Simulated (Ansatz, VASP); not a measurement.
**BaTiO3 in VASP and in Ansatz**

Contents of INCAR:

```
SYSTEM = BaTiO3
PREC     = Accurate       ! precision mode
ENCUT    = 1340           ! plane-wave cutoff, eV
EDIFF    = 1E-6           ! SCF threshold, eV
ISMEAR   = 0              ! smearing method
SIGMA    = 0.05           ! smearing width, eV
LREAL    = .False.        ! projectors in reciprocal space
LASPH    = .True.         ! aspherical terms in the spheres
NELM     = 120            ! most SCF steps
ALGO     = Normal         ! electronic algorithm
ISIF     = 2              ! what is computed and relaxed
LWAVE    = .False.        ! write WAVECAR
LCHARG   = .False.        ! write CHGCAR
GGA      = PE             ! functional
NBANDS   = 28             ! bands
GGA_COMPAT= .False.
```

File KPOINTS:

```
Automatic mesh
0
Gamma
  8 8 8
  0 0 0
```

The input POSCAR:

```
BaTiO3
1.0
    4.0192318615      0.0000000000      0.0000000000
    0.0000000000      4.0192318615      0.0000000000
    0.0000000000      0.0000000000      4.0192813204
Ba Ti O
1 1 3
Direct
    0.0000000000      0.0000000000      0.0000000000
    0.5000000000      0.5000000000      0.5000000000
    0.5000000000      0.5000000000     -0.0248800699
    0.5000000000      0.0000000000      0.5000000000
    0.0000000000      0.5000000000      0.5000000000
```

Input for Ansatz:

```yaml
crystal:
  lattice:
    - [4.0192318615, 0.0, 0.0]
    - [0.0, 4.0192318615, 0.0]
    - [0.0, 0.0, 4.0192813204]
  atoms:
    - { symbol: Ba, position: [0.0, 0.0, 0.0] }
    - { symbol: Ti, position: [0.5, 0.5, 0.5] }
    - { symbol: O, position: [0.5, 0.5, -0.0248800699] }
    - { symbol: O, position: [0.5, 0.0, 0.5] }
    - { symbol: O, position: [0.0, 0.5, 0.5] }
basis:
  ecutwfc: 420
kpoints:
  mp_grid: { grid: [8, 8, 8] }
hamiltonian:
  xc: pbe
scf:
  occupations: { method: gaussian, width: 0.05 }
output:
  forces: true
  stress: true
  eigenvalues: true
```

Alike in both runs: task single point; functional PBE; k mesh 8 × 8 × 8; occupations gaussian, width 0.05 eV; no spin polarisation.

|  | VASP | Ansatz |
| --- | --- | --- |
| version | VASP 6.6.1 | Ansatz 0.2.0 |
| potentials or method | VASP PAW PBE potentials, release 64 (Ba_sv, Ti_sv, O_h), cutoff 1340 eV | scalar-relativistic, plane waves, PAW |
| valence electrons in the cell | 40 | 40 |

```csv
,VASP,Ansatz,Ansatz less VASP
gap on the k mesh at the Fermi level (eV),1.74,1.80,+0.060
least direct gap on the mesh (eV),1.95,1.97,+0.023
pressure (GPa),2.2,0.7,-1.54
"traceless stress, the component that is largest in VASP (GPa)",0.69,0.67,-0.021
rms of the force components (eV/Å),0.249,0.249,0.0000
```

Atom by atom the forces differ by 0.007 eV/Å (rms over components).

Neither program's run includes spin-orbit coupling.
